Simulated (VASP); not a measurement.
Ca3H:

```
Ca H
1.0
     4.20527    0.00000    0.00000
     0.00000    4.20527    0.00000
     0.00000    0.00000    4.20527
Ca H
3 1
Direct
  0.50000 0.50000 0.00000
  0.50000 0.00000 0.50000
  0.00000 0.50000 0.50000
  0.00000 0.00000 0.00000
```

The cell was generated, and may not be a known phase.

```yaml
Program: VASP 6.6.1
Task: relaxation of cell and atoms
Functional: PBE
Potentials_or_basis: VASP PAW PBE potentials, release 64 (Ca_sv, H_h)
Cutoff: 1230 eV
k_mesh: 4 × 4 × 4
Occupations: gaussian, width 0.1 eV
Spin: no spin polarisation
```

At the start: pressure 22.3 GPa; volume 18.59 Å³/atom.

Task: How do energy, volume and symmetry change on relaxing?

Result: Over 5 steps the energy falls by 735.5 meV/atom and the volume is 34.26 Å³/atom (+84.3 %); space group Pm-3m (No. 221, to 0.1 Å) before and after.

Step by step:
```csv
step,energy change (eV),largest force (eV/Å),pressure (GPa),volume (Å³)
1,0.0000,0.0000,22.25,74.37
2,-2.4783,0.0000,5.79,105.77
3,-2.9111,0.0000,1.12,127.79
4,-2.9405,0.0000,0.22,135.05
5,-2.9419,0.0000,0.00,137.04
```

Final structure:
```
Ca H
1.0
     5.15565    0.00000    0.00000
     0.00000    5.15565    0.00000
     0.00000    0.00000    5.15565
Ca H
3 1
Direct
  0.50000 0.50000 0.00000
  0.50000 0.00000 0.50000
  0.00000 0.50000 0.50000
  0.00000 0.00000 0.00000
```

Caveat: the k points lie up to 0.30 Å⁻¹ apart in the final cell, too coarse for converged energies and pressures of a metal; the volume moved by over 15 % at a fixed basis, so the end points are rough.
